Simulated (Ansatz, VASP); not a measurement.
NiO: VASP beside Ansatz

```
CELL_PARAMETERS angstrom
0.00000 2.08590 2.08590
2.08590 0.00000 2.08590
2.08590 2.08590 0.00000
ATOMIC_POSITIONS crystal
Ni 0.00000 0.00000 0.00000
O 0.50000 0.50000 0.50000
```

Alike in both runs: task single point; functional b88 exchange, pbe correlation; k mesh 11 × 11 × 11; occupations fermi-dirac, width 0.05 eV; collinear spin.

|  | VASP | Ansatz |
| --- | --- | --- |
| version | VASP 6.6.1 | Ansatz 0.2.0 |
| potentials or method | VASP PAW PBE potentials, release 64 (Ni, O) | Ansatz PAW |
| plane-wave cutoff (eV) | 600 | 420 |
| valence electrons in the cell | 16 | 24 |

VASP gave:

- gap on the k mesh at the Fermi level (eV): none
- pressure (GPa): 4.6
- net moment per atom (μB): 0.85
- size of the moment on the site where the two differ most (μB): 0.25

What did Ansatz give for the same quantities?

gap on the k mesh at the Fermi level (eV): none; pressure (GPa): 5.4; net moment per atom (μB): 0.87; size of the moment on the site where the two differ most (μB): 0.28.

VASP's potentials were made for PBE, not for b88 exchange, pbe correlation. Site moments also hang on the region over which each program counts them. A gap of «none» marks a metal or a gap that the smearing closes. With one functional, cell and mesh, what is left measures potentials, basis and numerics. VASP's potentials hold 16 valence electrons a cell and Ansatz's 24, so a difference there can come from the potentials and not from the codes.
